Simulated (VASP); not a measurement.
A run of VASP 6.6.1:

Contents of INCAR:

```
ALGO = Normal
EDIFF = 1E-8
ENCUT = 520
GGA = PE
ISIF = 2
ISMEAR = 0
LASPH = T
LCHARG = F
LEPSILON = T
LREAL = F
LWAVE = F
NELM = 80
PREC = Accurate
SIGMA = 0.01
```

KPOINTS

```
k-points
0
Gamma
  8 8 4
```

Contents of POSCAR:

```
MgS
1.0
    4.0346224068      0.0000000000      0.0000000000
   -2.0173112034      3.4940854990      0.0000000000
    0.0000000000      0.0000000000      6.4322941800
S Mg
2 2
Direct
    0.6666666667      0.3333333333      0.8792441500
    0.3333333333      0.6666666667      0.3792441500
    0.3333333333      0.6666666667      0.9957548500
    0.6666666667      0.3333333333      0.4957548500
```

Potentials or basis: VASP PAW PBE potentials, release 64 (S, Mg).

Launch:

```console
$ cat potpaw_PBE.64/S/POTCAR potpaw_PBE.64/Mg/POTCAR > POTCAR
$ mpirun -np 1 vasp_std > vasp.out
```

Hardware: 1 thread of AMD EPYC 7R13 Processor (Zen 3), on a shared host.

Q: Estimate the wall time of this run.

A: Wall time 8.4 min on 1 thread of AMD EPYC 7R13 Processor (Zen 3), on a shared host, peak memory 0.35 GiB. Counts: scf iterations 128, k points 30.
